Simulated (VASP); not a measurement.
ZnS, 6 atoms in the cell. The typed cell holds 6 atoms: a = 3.825 Å, b = 3.825 Å, c = 10.358 Å, α = 68.33°, β = 68.33°, γ = 60.00°.  This cell differs from its parent crystal: the part above a cut slid along it.

```yaml
Program: VASP 6.6.1
Task: single point
Functional: LDA
Potentials_or_basis: VASP PAW LDA potentials, release 64 (Zn, S)
Cutoff: 520 eV
k_mesh: 8 × 8 × 3
Occupations: gaussian, width 0.05 eV
Spin: no spin polarisation
Dipole_correction: no
Further_INCAR_settings: ALGO = Normal; EDIFF = 1e-06; NBANDS = 36
```

Potentials or basis: VASP PAW LDA potentials, release 64 (Zn, S).

The run is started by

```sh
$ cat potpaw_LDA.64/Zn/POTCAR potpaw_LDA.64/S/POTCAR > POTCAR
$ mpirun -np 1 vasp_std > vasp.out
```

Hardware: 1 thread of AMD EPYC 7R13, with other jobs on the host.

Task: Estimate the wall time of this run.

Result: It took 7 min on 1 thread of AMD EPYC 7R13 (shared host), peak memory 0.29 GiB. Counts: scf iterations 14, k points 57.
